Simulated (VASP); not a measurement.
A run of VASP 6.6.1:

INCAR

```
SYSTEM = TePb
  PREC = Accurate
  ENCUT = 520
  EDIFF = 1E-6
  ISMEAR = -1
  SIGMA = 0.08
  LREAL = .FALSE.
  LASPH = .TRUE.
  NELM = 60
  ALGO = Normal
  ISIF = 2
  LWAVE = .FALSE.
  LCHARG = .FALSE.
  NBANDS = 17
```

Contents of KPOINTS:

```
regular mesh
0
G
  12 12 12
  0 0 0
```

The input POSCAR:

```
TePb
1.0
    0.0000000000      3.0573671801      3.0573671801
    3.0573671801      0.0000000000      3.0573671801
    3.0573671801      3.0573671801      0.0000000000
Pb Te
1 1
Direct
    0.0000000000      0.0000000000      0.0000000000
    0.5000000000      0.5000000000      0.5000000000
```

Potentials or basis: VASP PAW LDA potentials, release 64 (Pb_d, Te).

The run is started by

```console
$ cat potpaw_LDA.64/Pb_d/POTCAR potpaw_LDA.64/Te/POTCAR > POTCAR
$ mpirun -np 1 vasp_std > vasp.out
```

Hardware: 1 thread of AMD EPYC 9R45 96-Core Processor (Zen 5), on a shared host.

Task: Estimate the wall time of this run.

Result: Wall time 26 s on 1 thread of AMD EPYC 9R45 96-Core Processor (Zen 5), on a shared host, peak memory 0.17 GiB. Counts: scf iterations 12, k points 72.
